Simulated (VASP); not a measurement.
# AlFe (Pm-3m) in VASP: single point with PBE

Aim: the single point of AlFe with PBE.

All numbers are computed with VASP 6.6.1; they aren't measurements. Logs are shortened: lines on timing, memory, paths and dates and some standing lists are left out, and cuts for length are marked.

## Step 1: The cell of the first run

Symmetry: Pm-3m, No. 221, cubic system. The conventional cell has a = 2.869 Å, b = 2.869 Å, c = 2.869 Å, α = 90.00°, β = 90.00°, γ = 90.00°. Fe (site symmetry m-3m) has 8 Al at 2.48 Å and 6 Fe at 2.87 Å within 3.3 Å. Al (site symmetry m-3m) has 8 Fe at 2.48 Å and 6 Al at 2.87 Å within 3.3 Å.

## Step 2: Single point, PBE

The input, INCAR:

```
ALGO = Normal
EDIFF = 1E-6
ENCUT = 600
GGA = PE
GGA_COMPAT = False
ISIF = 2
ISMEAR = 0
LASPH = True
LCHARG = False
LREAL = False
LWAVE = False
NBANDS = 12
NELM = 120
PREC = Accurate
SIGMA = 0.1
```

The input, KPOINTS:

```
k-points
0
Gamma
  14 14 14
```

The input, POSCAR:

```
AlFe
1.0
    2.8685718786      0.0000000000      0.0000000000
    0.0000000000      2.8685718786      0.0000000000
    0.0000000000      0.0000000000      2.8685718786
Fe Al
1 1
Direct
    0.0000000000      0.0000000000      0.0000000000
    0.5000000000      0.5000000000      0.5000000000
```

Potentials or basis: VASP PAW PBE potentials, release 64 (Fe, Al).

Launch:

```bash
cat potpaw_PBE.64/Fe/POTCAR potpaw_PBE.64/Al/POTCAR > POTCAR
mpirun -np 1 vasp_std > vasp.out
```

OUTCAR:

```text
EDIFF = 1E-6
   ENCUT = 600
   GGA = PE
   ISIF = 2
   ISMEAR = 0
   LASPH = True
   LREAL = False
   NELM = 120
   PREC = Accurate

 ion  position               nearest neighbor table
   1  0.000  0.000  0.000-   2 2.48   2 2.48   2 2.48   2 2.48   2 2.48   2 2.48   2 2.48   2 2.48

   2  0.500  0.500  0.500-   1 2.48   1 2.48   1 2.48   1 2.48   1 2.48   1 2.48   1 2.48   1 2.48

  LATTYP: Found a simple cubic cell.
 ALAT       =     2.8685718786

  Lattice vectors:

 A1 = (   2.8685718786,   0.0000000000,   0.0000000000)
 A2 = (   0.0000000000,   2.8685718786,   0.0000000000)
 A3 = (   0.0000000000,   0.0000000000,   2.8685718786)

Analysis of symmetry for initial positions (statically):
=====================================================================
 Subroutine PRICEL returns:
 Original cell was already a primitive cell.

 Routine SETGRP: Setting up the symmetry group for a
 simple cubic supercell.

 Subroutine GETGRP returns: Found 48 space group operations
 (whereof 48 operations were pure point group operations)
 out of a pool of 48 trial point group operations.

The static configuration has the point symmetry O_h .

Analysis of symmetry for dynamics (positions and initial velocities):
=====================================================================
 Subroutine PRICEL returns:
 Original cell was already a primitive cell.

 Routine SETGRP: Setting up the symmetry group for a
 simple cubic supercell.

 Subroutine GETGRP returns: Found 48 space group operations
 (whereof 48 operations were pure point group operations)
 out of a pool of 48 trial point group operations.

The dynamic configuration has the point symmetry O_h .

 Subroutine INISYM returns: Found 48 space group operations
 (whereof 48 operations are pure point group operations),
 and found     1 'primitive' translations

----------------------------------------------------------------------------------------

                                     Primitive cell

  volume of cell :      23.6046

  direct lattice vectors                    reciprocal lattice vectors
     2.868571879  0.000000000  0.000000000     0.348605523  0.000000000  0.000000000
     0.000000000  2.868571879  0.000000000     0.000000000  0.348605523  0.000000000
     0.000000000  0.000000000  2.868571879     0.000000000  0.000000000  0.348605523

  length of vectors
     2.868571879  2.868571879  2.868571879     0.348605523  0.348605523  0.348605523

  position of ions in fractional coordinates (direct lattice)
     0.000000000  0.000000000  0.000000000
     0.500000000  0.500000000  0.500000000
[... 89 lines left out ...]
   NUPDOWN=      -1.0000    fix difference up-down
   EMIN   =  10.00;   EMAX   =-10.00  energy-range for DOS
   EFERMI =   0.00;   METHOD = LEGACY
   ISMEAR =     0;   SIGMA  =   0.10  broadening in eV -4-tet -1-fermi 0-gaus
   EFERMI_NEDOS =   21; number of points for ismear=-14 and -15
   IALGO  =     38    algorithm
   IMIX   =      4    mixing-type and parameters
     AMIX     =   0.40;   BMIX     =  1.00
     AMIX_MAG =   1.60;   BMIX_MAG =  1.00
  volume/ion in A,a.u.               =      11.80        79.65
  Fermi-wavevector in a.u.,A,eV,Ry     =   1.269229  2.398495 21.918200  1.610942
  Thomas-Fermi vector in A             =   2.402281
   LORBIT       =      0    0 simple, 1 ext, 2 COOP (PROOUT), +10 PAW based schemes
   GGA     = PE    functional components
   LHFCALC =     F    Hartree Fock is set to
   AEXX    =    0.0000 exact exchange contribution
   IVDW    =     0    specifies the selected vdW correction
   LEPSILON=     F    determine dielectric tensor
   LRPA    =     F    only Hartree local field effects (RPA)
 non-spin polarized calculation
 Gauss-broadening in eV      SIGMA  =   0.10
  energy-cutoff  :      600.00
  volume of cell :       23.60
 maximum number of plane-waves:       840
 NGX is ok and might be reduce to    24
   NGX = 11   NGY = 11   NGZ = 11

 number of electron      10.9999996 magnetization

 Free energy of the ion-electron system (eV)
  ---------------------------------------------------
  ext. energy  EPLUGINS =         0.00000000
  ---------------------------------------------------
  free energy    TOTEN  =       -12.61967991 eV

  energy without entropy =      -12.60449294  energy(sigma->0) =      -12.61208642

 E-fermi :   7.9396     XC(G=0): -12.1759

 val. band max:        7.9290951182   @ k =   0.2857   0.1429   0.0714
 cond. band min:       7.9417538144   @ k =   0.5000   0.4286   0.3571
 fundamental gap:      0.0126586961
 Fermi energy:         7.9396099706

 k-point     1 :       0.0000    0.0000    0.0000
  band No.  band energies     occupation
      1      -2.3620      2.00000
      2       5.7383      2.00000
      3       5.7383      2.00000
      4       8.1101      0.01590
      5       8.1101      0.01590
      6       8.1101      0.01590
      7      14.4883      0.00000
      8      14.4883      0.00000
      9      14.4883      0.00000
     10      17.4610      0.00000
     11      17.4610      0.00000
     12      23.8883      0.00000
[... 331 lines left out ...]
 k-point    24 :       0.3571    0.2143    0.0000
  band No.  band energies     occupation
      1       0.6934      2.00000
      2       4.5760      2.00000
      3       6.2125      2.00000
      4       6.9623      2.00000
      5       7.3526      2.00000
      6       7.8337      1.86577
      7       9.6496      0.00000
      8      13.2829      0.00000
      9      17.0244      0.00000
     10      18.3919      0.00000
     11      20.6166      0.00000
     12      23.0077      0.00000

 [... further k-points ...]

------------------------ aborting loop because EDIFF is reached ----------------------------------------

  FORCE on cell =-STRESS in cart. coord.  units (eV):
  Direction    XX          YY          ZZ          XY          YZ          ZX
  --------------------------------------------------------------------------------------
  -------------------------------------------------------------------------------------
  Total        0.0037592      0.0037592      0.0037592     -0.0000000      0.0000000     -0.0000000
  in kB        0.2551595      0.2551595      0.2551595     -0.0000000      0.0000000     -0.0000000
  external PRESSURE =       0.2551595 kB  Pullay stress =       0.0000000 kB

 VOLUME and BASIS-vectors are now :
 -----------------------------------------------------------------------------
  energy-cutoff  :      600.00
  volume of cell :       23.60
      direct lattice vectors                 reciprocal lattice vectors
     2.868571879  0.000000000  0.000000000     0.348605523  0.000000000  0.000000000
     0.000000000  2.868571879  0.000000000     0.000000000  0.348605523  0.000000000
     0.000000000  0.000000000  2.868571879     0.000000000  0.000000000  0.348605523

 POSITION                                       TOTAL-FORCE (eV/Angst)
 -----------------------------------------------------------------------------------
      0.00000      0.00000      0.00000         0.000000      0.000000      0.000000
      1.43429      1.43429      1.43429         0.000000      0.000000      0.000000
 -----------------------------------------------------------------------------------
    total drift:                               -0.000000      0.000000      0.000000

  FREE ENERGIE OF THE ION-ELECTRON SYSTEM (eV)
  ---------------------------------------------------
  free  energy   TOTEN  =       -12.6196799091 eV

  energy  without entropy=      -12.6044929357  energy(sigma->0) =      -12.61208642
```

OSZICAR:

```text
N       E                     dE             d eps       ncg     rms          rms(c)
DAV:   1     0.345396748380E+02    0.34540E+02   -0.52472E+03  2932   0.102E+03
DAV:   2    -0.130093227851E+02   -0.47549E+02   -0.43765E+02  2924   0.173E+02
DAV:   3    -0.145690887933E+02   -0.15598E+01   -0.15300E+01  3588   0.373E+01
DAV:   4    -0.145912710253E+02   -0.22182E-01   -0.22171E-01  3148   0.388E+00
DAV:   5    -0.145919376882E+02   -0.66666E-03   -0.66664E-03  3564   0.772E-01    0.139E+01
DAV:   6    -0.165710231463E+02   -0.19791E+01   -0.55182E+01  3220   0.102E+02    0.183E+01
DAV:   7    -0.126677022767E+02    0.39033E+01   -0.32417E+01  3284   0.652E+01    0.255E+00
DAV:   8    -0.126346564533E+02    0.33046E-01   -0.18625E-01  3508   0.414E+00    0.150E+00
DAV:   9    -0.126201306822E+02    0.14526E-01   -0.46112E-02  3580   0.287E+00    0.372E-01
DAV:  10    -0.126196951949E+02    0.43549E-03   -0.16167E-03  4372   0.500E-01    0.171E-01
DAV:  11    -0.126196828441E+02    0.12351E-04   -0.23640E-05  3448   0.446E-02    0.225E-02
DAV:  12    -0.126196799970E+02    0.28471E-05   -0.15352E-05  3728   0.493E-02    0.504E-03
DAV:  13    -0.126196799091E+02    0.87901E-07   -0.28029E-07  1672   0.492E-03
   1 F= -.12619680E+02 E0= -.12612086E+02  d E =-.151870E-01
```

stdout:

```text
POSCAR found type information on POSCAR FeAl
 POSCAR found :  2 types and       2 ions
 scaLAPACK will be used
 LDA part: xc-table for (Slater+PW92), standard interpolation
 POSCAR, INCAR and KPOINTS ok, starting setup
 FFT: planning ... GRIDC
 FFT: planning ... GRID_SOFT
 FFT: planning ... GRID
 WAVECAR not read
 entering main loop
```

Wall time 31 s (1 thread of AMD EPYC 7R43 (Zen 3), shared host); peak memory 0.14 GiB.

Results:

```yaml
Free_energy: -12.6197 eV
Pressure: 0.0 GPa
Band_gap_on_the_k_mesh: zero (an odd number of electrons rules out a gap without spin polarisation)
```

Caveat: the run has no spin polarisation, though such a crystal can be magnetic. Spin polarisation is off, so any magnetic state and its effect on volume and gap are missing.
